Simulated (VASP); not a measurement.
A run of VASP 6.6.1:

INCAR

```
SYSTEM = Pt
PREC = Accurate
ENCUT = 520
EDIFF = 1E-6
ISMEAR = -1
SIGMA = 0.1
LREAL = .False.
LASPH = .True.
NELM = 80
ALGO = Normal
ISIF = 2
LWAVE = .False.
LCHARG = .False.
GGA = PE
NBANDS = 11
```

File KPOINTS:

```
Automatic mesh
0
Gamma
  22 22 22
  0 0 0
```

File POSCAR:

```
Pt
1.0
    0.0000000000      2.0622288148      2.0622288148
    2.0622288148      0.0000000000      2.0622288148
    2.0622288148      2.0622288148      0.0000000000
Pt
1
Direct
    0.0000000000      0.0000000000      0.0000000000
```

Potentials or basis: VASP PAW PBE potentials, release 64 (Pt).

Command:

```console
$ cat potpaw_PBE.64/Pt/POTCAR > POTCAR
$ mpirun -np 1 vasp_std > vasp.out
```

Hardware: 1 thread of AMD EPYC 7R13, with other jobs on the host.

Question: How long does it take, and how much memory?

Answer: It took 86 s on 1 thread of AMD EPYC 7R13, on a shared host, peak memory 0.16 GiB. Counts: scf iterations 10, k points 328.
